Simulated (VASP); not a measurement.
# Ag (Fd-3m) in VASP: further runs

Runs on Ag. Level: LDA. Tasks: single point.

Everything below comes from runs of VASP 6.6.1. Logs are shortened: lines on timing, memory, paths and dates and some standing lists are left out, and cuts for length are marked.

### Step 1. The cell of the first run

Symmetry: Fd-3m, No. 227, cubic system. The conventional cell has a = 5.683 Å, b = 5.683 Å, c = 5.683 Å, α = 90.00°, β = 90.00°, γ = 90.00°. Within 3.2 Å of Ag (site symmetry -43m) lie 4 Ag at 2.46 Å.

### Step 2. Single point, LDA (volume scaled by 0.88)

Input file INCAR:

```
ALGO = Normal ; EDIFF = 1E-6
ENCUT = 520 ; GGA = CA
ISIF = 2 ; ISMEAR = -1
LASPH = T ; LCHARG = F
LREAL = F ; LWAVE = F
NBANDS = 18 ; NELM = 80
PREC = Accurate ; SIGMA = 0.1
```

Input file KPOINTS:

```
k-points
0
Gamma
  10 10 10
```

Input file POSCAR:

```
Ag
1.0
    0.0000000000      2.8413253513      2.8413253513
    2.8413253513      0.0000000000      2.8413253513
    2.8413253513      2.8413253513      0.0000000000
Ag
2
Direct
    0.1250000000      0.1250000000      0.1250000000
    0.8750000000      0.8750000000      0.8750000000
```

Potentials or basis: VASP PAW LDA potentials, release 64 (Ag).

The run is started by

```sh
> cat potpaw_LDA.64/Ag/POTCAR > POTCAR
> mpirun -np 1 vasp_std > vasp.out
```

OUTCAR:

```text
EDIFF = 1E-6
   ENCUT = 520
   GGA = CA
   ISIF = 2
   ISMEAR = -1
   LASPH = T
   LREAL = F
   NELM = 80
   PREC = Accurate

 ion  position               nearest neighbor table
   1  0.125  0.125  0.125-   2 2.46   2 2.46   2 2.46   2 2.46
   2  0.875  0.875  0.875-   1 2.46   1 2.46   1 2.46   1 2.46

  LATTYP: Found a face centered cubic cell.
 ALAT       =     5.6826507026

  Lattice vectors:

 A1 = (   0.0000000000,   2.8413253513,   2.8413253513)
 A2 = (   2.8413253513,   0.0000000000,   2.8413253513)
 A3 = (   2.8413253513,   2.8413253513,   0.0000000000)

Analysis of symmetry for initial positions (statically):
=====================================================================
 Subroutine PRICEL returns:
 Original cell was already a primitive cell.

 Routine SETGRP: Setting up the symmetry group for a
 face centered cubic supercell.

 Subroutine GETGRP returns: Found 48 space group operations
 (whereof 12 operations were pure point group operations)
 out of a pool of 48 trial point group operations.

The static configuration has the point symmetry D_3d.
 The point group associated with its full space group is O_h .

Analysis of symmetry for dynamics (positions and initial velocities):
=====================================================================
 Subroutine PRICEL returns:
 Original cell was already a primitive cell.

 Routine SETGRP: Setting up the symmetry group for a
 face centered cubic supercell.

 Subroutine GETGRP returns: Found 48 space group operations
 (whereof 12 operations were pure point group operations)
 out of a pool of 48 trial point group operations.

The dynamic configuration has the point symmetry D_3d.
 The point group associated with its full space group is O_h .

 Subroutine INISYM returns: Found 48 space group operations
 (whereof 12 operations are pure point group operations),
 and found     1 'primitive' translations

----------------------------------------------------------------------------------------

                                     Primitive cell

  volume of cell :      45.8768

  direct lattice vectors                    reciprocal lattice vectors
     0.000000000  2.841325351  2.841325351    -0.175974216  0.175974216  0.175974216
     2.841325351  0.000000000  2.841325351     0.175974216 -0.175974216  0.175974216
     2.841325351  2.841325351  0.000000000     0.175974216  0.175974216 -0.175974216

  length of vectors
     4.018240847  4.018240847  4.018240847     0.304796282  0.304796282  0.304796282

  position of ions in fractional coordinates (direct lattice)
     0.125000000  0.125000000  0.125000000
     0.875000000  0.875000000  0.875000000

  ion indices of the primitive-cell ions
   primitive index   ion index
                 1           1
                 2           2

----------------------------------------------------------------------------------------

 KPOINTS: k-points

Automatic generation of k-mesh.
 Grid dimensions read from file:
 generate k-points for:   10   10   10

 Generating k-lattice:

  Cartesian coordinates                     Fractional coordinates (reciprocal lattice)
    -0.017597422  0.017597422  0.017597422     0.100000000  0.000000000  0.000000000
     0.017597422 -0.017597422  0.017597422     0.000000000  0.100000000  0.000000000
     0.017597422  0.017597422 -0.017597422     0.000000000  0.000000000  0.100000000

  Length of vectors
     0.030479628  0.030479628  0.030479628

  Shift w.r.t. Gamma in fractional coordinates (k-lattice)
     0.000000000  0.000000000  0.000000000

 Subroutine IBZKPT returns following result:
 ===========================================

 Found     47 irreducible k-points:

 Following reciprocal coordinates:
            Coordinates               Weight
  0.000000  0.000000  0.000000      1.000000
  0.100000  0.000000  0.000000      8.000000
  0.200000  0.000000  0.000000      8.000000
  0.300000  0.000000  0.000000      8.000000
  0.400000  0.000000  0.000000      8.000000
  0.500000  0.000000  0.000000      4.000000
[... 16 lines left out ...]
  0.300000  0.300000  0.000000      6.000000
  0.400000  0.300000  0.000000     24.000000
 [... further k-points ...]
   k-points           NKPTS =     47   k-points in BZ     NKDIM =     47   number of bands    NBANDS=     18
   number of dos      NEDOS =    301   number of ions     NIONS =      2
   total plane-waves  NPLWV =  27000
   dimension x,y,z NGX =    30 NGY =   30 NGZ =   30
   dimension x,y,z NGXF=    60 NGYF=   60 NGZF=   60
   ions per type =               2
   NGX,Y,Z   is equivalent  to a cutoff of  12.41, 12.41, 12.41 a.u.
   NGXF,Y,Z  is equivalent  to a cutoff of  24.82, 24.82, 24.82 a.u.
 SYSTEM =  unknown system
   PREC   = accura    normal or accurate (medium, high low for compatibility)
   ISTART =      0    job   : 0-new  1-cont  2-samecut
   ICHARG =      2    charge: 1-file 2-atom 10-const
   ISPIN  =      1    spin polarized calculation?
   LNONCOLLINEAR =      F non collinear calculations
   LSORBIT =      F    spin-orbit coupling
   LASPH  =      T    aspherical Exc in radial PAW
   ENCUT  =  520.0 eV  38.22 Ry    6.18 a.u.   7.47  7.47  7.47*2*pi/ulx,y,z
   NELM   =     80;   NELMIN=  2; NELMDL= -5     # of ELM steps
   EDIFF  = 0.1E-05   stopping-criterion for ELM
   LREAL  =      F    real-space projection
   EDIFFG = 0.1E-04   stopping-criterion for IOM
   NSW    =      0    number of steps for IOM
   IBRION =     -1    ionic relax: 0-MD 1-quasi-New 2-CG
   NFREE  =      0    steps in history (QN), initial steepest desc. (CG)
   ISIF   =      2    stress and relaxation
   ISYM   =      2    0-nonsym 1-usesym 2-fastsym
   POTIM  = 0.5000    time-step for ionic-motion
   TEBEG  =    0.0;   TEEND  =   0.0 temperature during run
   PSTRESS=    0.0 pullay stress
   NELECT =      22.0000    total number of electrons
   NUPDOWN=      -1.0000    fix difference up-down
   EMIN   =  10.00;   EMAX   =-10.00  energy-range for DOS
   EFERMI =   0.00;   METHOD = LEGACY
   ISMEAR =    -1;   SIGMA  =   0.10  broadening in eV -4-tet -1-fermi 0-gaus
   EFERMI_NEDOS =   21; number of points for ismear=-14 and -15
   IALGO  =     38    algorithm
   IMIX   =      4    mixing-type and parameters
     AMIX     =   0.40;   BMIX     =  1.00
     AMIX_MAG =   1.60;   BMIX_MAG =  1.00
  volume/ion in A,a.u.               =      22.94       154.80
  Fermi-wavevector in a.u.,A,eV,Ry     =   1.281400  2.421495 22.340579  1.641986
  Thomas-Fermi vector in A             =   2.413772
   LORBIT       =      0    0 simple, 1 ext, 2 COOP (PROOUT), +10 PAW based schemes
   GGA     = CA    functional components
   LHFCALC =     F    Hartree Fock is set to
   AEXX    =    0.0000 exact exchange contribution
   IVDW    =     0    specifies the selected vdW correction
   LEPSILON=     F    determine dielectric tensor
   LRPA    =     F    only Hartree local field effects (RPA)
 non-spin polarized calculation
  energy-cutoff  :      520.00
  volume of cell :       45.88
 maximum number of plane-waves:      1258
 NGX is ok and might be reduce to    30
   NGX = 15   NGY = 15   NGZ = 15

 number of electron      22.0000001 magnetization

 Free energy of the ion-electron system (eV)
  ---------------------------------------------------
  ext. energy  EPLUGINS =         0.00000000
  ---------------------------------------------------
  free energy    TOTEN  =        -5.29798084 eV

  energy without entropy =       -5.28071044  energy(sigma->0) =       -5.28934564

 E-fermi :   4.6921     XC(G=0): -10.6071

 val. band max:        4.5305457022   @ k =  -0.3000   0.4000   0.1000
 cond. band min:       4.7414147579   @ k =  -0.3000   0.4000   0.2000
 fundamental gap:      0.2108690557
 Fermi energy:         4.6921416954

 k-point     1 :       0.0000    0.0000    0.0000
  band No.  band energies     occupation
      1      -1.3183      2.00000
      2      -0.7625      2.00000
      3      -0.7625      2.00000
      4      -0.7013      2.00000
      5      -0.7013      2.00000
      6      -0.7013      2.00000
[... 10 lines left out ...]
     17      15.5511      0.00000
     18      16.1286      0.00000

 k-point     2 :       0.1000    0.0000    0.0000
  band No.  band energies     occupation
      1      -1.1784      2.00000
      2      -0.8751      2.00000
      3      -0.8751      2.00000
      4      -0.6956      2.00000
      5      -0.5545      2.00000
      6      -0.5545      2.00000
[... 10 lines left out ...]
     17      16.4571      0.00000
     18      16.6023      0.00000

 k-point     3 :       0.2000    0.0000    0.0000
  band No.  band energies     occupation
      1      -0.9454      2.00000
      2      -0.9454      2.00000
      3      -0.8701      2.00000
      4      -0.6085      2.00000
      5      -0.4122      2.00000
      6      -0.4122      2.00000
[... 10 lines left out ...]
     17      16.9288      0.00000
     18      16.9288      0.00000

 k-point     4 :       0.3000    0.0000    0.0000
  band No.  band energies     occupation
      1      -0.9390      2.00000
      2      -0.9390      2.00000
      3      -0.7661      2.00000
      4      -0.3736      2.00000
      5      -0.3736      2.00000
      6      -0.2827      2.00000
[... 10 lines left out ...]
     17      16.5318      0.00000
     18      16.5771      0.00000

 k-point     5 :       0.4000    0.0000    0.0000
  band No.  band energies     occupation
      1      -0.8725      2.00000
      2      -0.8725      2.00000
      3      -0.7300      2.00000
      4      -0.4408      2.00000
      5      -0.4408      2.00000
      6      -0.1580      2.00000
[... 10 lines left out ...]
     17      16.2068      0.00000
     18      16.3815      0.00000

 k-point     6 :       0.5000    0.0000    0.0000
  band No.  band energies     occupation
      1      -0.8194      2.00000
      2      -0.8194      2.00000
      3      -0.7120      2.00000
      4      -0.5018      2.00000
      5      -0.5018      2.00000
      6      -0.1622      2.00000
[... 10 lines left out ...]
     17      16.0922      0.00000
     18      16.3103      0.00000

 k-point     7 :       0.1000    0.1000    0.0000
  band No.  band energies     occupation
      1      -1.1273      2.00000
      2      -0.9808      2.00000
      3      -0.7087      2.00000
      4      -0.7087      2.00000
      5      -0.6950      2.00000
      6      -0.4338      2.00000
[... 10 lines left out ...]
     17      17.5863      0.00000
     18      17.6097      0.00000

 k-point     8 :       0.2000    0.1000    0.0000
  band No.  band energies     occupation
      1      -1.0653      2.00000
      2      -0.8600      2.00000
      3      -0.7906      2.00000
      4      -0.6684      2.00000
      5      -0.5381      2.00000
      6      -0.2753      2.00000
[... 10 lines left out ...]
     17      17.3461      0.00000
     18      18.3205      0.00000
[... 229 lines left out ...]
     17      18.3350      0.00000
     18      18.5484      0.00000

 k-point    20 :      -0.4000    0.2000    0.0000
  band No.  band energies     occupation
      1      -1.1434      2.00000
      2      -0.9617      2.00000
      3      -0.6460      2.00000
      4      -0.2348      2.00000
      5      -0.0448      2.00000
      6      -0.0373      2.00000
[... 10 lines left out ...]
     17      17.8604      0.00000
     18      20.0012      0.00000

 k-point    21 :      -0.3000    0.2000    0.0000
  band No.  band energies     occupation
      1      -1.0693      2.00000
      2      -1.0553      2.00000
      3      -0.5348      2.00000
      4      -0.4487      2.00000
      5      -0.0278      2.00000
      6       0.0393      2.00000
[... 10 lines left out ...]
     17      17.5394      0.00000
     18      19.0357      0.00000

 k-point    22 :      -0.2000    0.2000    0.0000
  band No.  band energies     occupation
      1      -1.0960      2.00000
      2      -0.9531      2.00000
      3      -0.6346      2.00000
      4      -0.4689      2.00000
      5      -0.1636      2.00000
      6      -0.0352      2.00000
[... 10 lines left out ...]
     17      17.3605      0.00000
     18      17.6074      0.00000

 k-point    23 :       0.3000    0.3000    0.0000
  band No.  band energies     occupation
      1      -1.2284      2.00000
      2      -0.7681      2.00000
      3      -0.7681      2.00000
      4      -0.1877      2.00000
      5      -0.1547      2.00000
      6       0.2246      2.00000
[... 10 lines left out ...]
     17      20.6373      0.00000
     18      20.6373      0.00000

 k-point    24 :       0.4000    0.3000    0.0000
  band No.  band energies     occupation
      1      -1.2165      2.00000
      2      -0.8156      2.00000
      3      -0.7946      2.00000
      4      -0.2810      2.00000
      5      -0.0239      2.00000
      6       0.3420      2.00000
[... 10 lines left out ...]
     17      20.7220      0.00000
     18      20.7740      0.00000

 [... further k-points ...]
[... 5 lines left out ...]
  --------------------------------------------------------------------------------------
  -------------------------------------------------------------------------------------
  Total        2.6990689      2.6990689      2.6990689      0.0000000     -0.0000000     -0.0000000
  in kB       94.2609159     94.2609159     94.2609159      0.0000000     -0.0000000     -0.0000000
  external PRESSURE =      94.2609159 kB  Pullay stress =       0.0000000 kB

 VOLUME and BASIS-vectors are now :
 -----------------------------------------------------------------------------
  energy-cutoff  :      520.00
  volume of cell :       45.88
      direct lattice vectors                 reciprocal lattice vectors
     0.000000000  2.841325351  2.841325351    -0.175974216  0.175974216  0.175974216
     2.841325351  0.000000000  2.841325351     0.175974216 -0.175974216  0.175974216
     2.841325351  2.841325351  0.000000000     0.175974216  0.175974216 -0.175974216

 POSITION                                       TOTAL-FORCE (eV/Angst)
 -----------------------------------------------------------------------------------
      0.71033      0.71033      0.71033        -0.000000     -0.000000     -0.000000
      4.97232      4.97232      4.97232         0.000000      0.000000      0.000000
 -----------------------------------------------------------------------------------
    total drift:                               -0.000000      0.000000      0.000000

  FREE ENERGIE OF THE ION-ELECTRON SYSTEM (eV)
  ---------------------------------------------------
  free  energy   TOTEN  =        -5.2979808447 eV

  energy  without entropy=       -5.2807104368  energy(sigma->0) =       -5.28934564
```

It took 34 s on 1 thread of AMD EPYC 9R45 (Zen 5), shared host; peak memory 0.13 GiB.

Results:

```
Free energy            : -5.2980 eV
Pressure               : 9.4 GPa
Band gap on the k mesh : zero (band 11 reaches 5.32 eV, above the bottom of band 12 at 4.03 eV)
```

Levels at points of the mesh, in eV from the Fermi level:
| k point | band 7 | band 8 | band 9 | band 10 | band 11 | band 12 | band 13 | band 14 | band 15 | band 16 |
| --- | --- | --- | --- | --- | --- | --- | --- | --- | --- | --- |
| (0.00, 0.00, 0.00) | -3.54 | -3.54 | -3.54 | -2.55 | -2.55 | 10.38 | 10.38 | 10.38 | 10.86 | 10.86 |
| (0.50, 0.00, 0.00) | -3.30 | -3.30 | -2.67 | -2.67 | -1.30 | -0.66 | 7.23 | 7.23 | 9.83 | 11.40 |
| (0.50, 0.50, 0.00) | -3.95 | -3.95 | -2.51 | -2.51 | 0.25 | 0.25 | 3.64 | 3.64 | 8.23 | 8.23 |

### Step 3. Single point, LDA (volume scaled by 0.92)

Input file INCAR:

```
SYSTEM = Ag
PREC = Accurate ; ENCUT = 520
EDIFF = 1E-6 ; ISMEAR = -1
SIGMA = 0.1 ; LREAL = .False.
LASPH = .True. ; NELM = 80
ALGO = Normal ; ISIF = 2
LWAVE = .False. ; LCHARG = .False.
NBANDS = 18
```

Input file KPOINTS:

```
regular mesh
0
Gamma
  10 10 10
  0 0 0
```

Input file POSCAR:

```
Ag
1.0
    0.0000000000      2.8837394455      2.8837394455
    2.8837394455      0.0000000000      2.8837394455
    2.8837394455      2.8837394455      0.0000000000
Ag
2
Direct
    0.1250000000      0.1250000000      0.1250000000
    0.8750000000      0.8750000000      0.8750000000
```

Potentials or basis: VASP PAW LDA potentials, release 64 (Ag).

The run is started by

```sh
> cat potpaw_LDA.64/Ag/POTCAR > POTCAR
> mpirun -np 1 vasp_std > vasp.out
```

Wall time 25 s (1 thread of AMD EPYC 9R45 (Zen 5), shared host); peak memory 0.13 GiB.

It converged, with:

```
Free energy            : -5.3945 eV
Pressure               : 5.5 GPa
Band gap on the k mesh : zero (band 11 reaches 4.81 eV, above the bottom of band 12 at 3.52 eV)
```

Levels at points of the mesh, in eV from the Fermi level:
```tsv
k point	band 9	band 10	band 11	band 12	band 13	band 14
(0.00, 0.00, 0.00)	-3.45	-2.54	-2.54	10.03	10.03	10.03
(0.50, 0.00, 0.00)	-2.65	-2.65	-1.15	-0.70	7.03	7.03
(0.50, 0.50, 0.00)	-2.50	-2.50	0.23	0.23	3.62	3.62
```

(Continued in part 2 of 2.)
